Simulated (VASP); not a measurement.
A run of VASP 6.6.1 is set up as follows.

File INCAR:

```
SYSTEM = Ti
  ALGO = Normal
  EDIFF = 1E-6
  ENCUT = 520
  ISIF = 2
  ISMEAR = -1
  LASPH = .TRUE.
  LCHARG = .TRUE.
  LELF = .TRUE.
  LREAL = .FALSE.
  LVHAR = .TRUE.
  LWAVE = .FALSE.
  NBANDS = 19
  NELM = 80
  PREC = Accurate
  SIGMA = 0.05
```

File KPOINTS:

```
k-points
0
G
  16 16 9
  0 0 0
```

Contents of POSCAR:

```
Ti
1.0
    2.7538390435      0.0000000000      0.0000000000
   -1.3769195217      2.3848945696      0.0000000000
    0.0000000000      0.0000000000      4.3887415011
Ti
2
Direct
    0.3333333333      0.6666666667      0.2500000000
    0.6666666667      0.3333333333      0.7500000000
```

Potentials or basis: VASP PAW LDA potentials, release 64 (Ti_sv).

The run is started by

```console
$ cat potpaw_LDA.64/Ti_sv/POTCAR > POTCAR
$ mpirun -np 1 vasp_std > vasp.out
```

(1) Predict the pressure.

(2) Estimate the band gap on the k mesh.

Answers

(1) 16.7 GPa.

(2) zero (band 12 reaches 11.15 eV, above the bottom of band 13 at 9.98 eV).
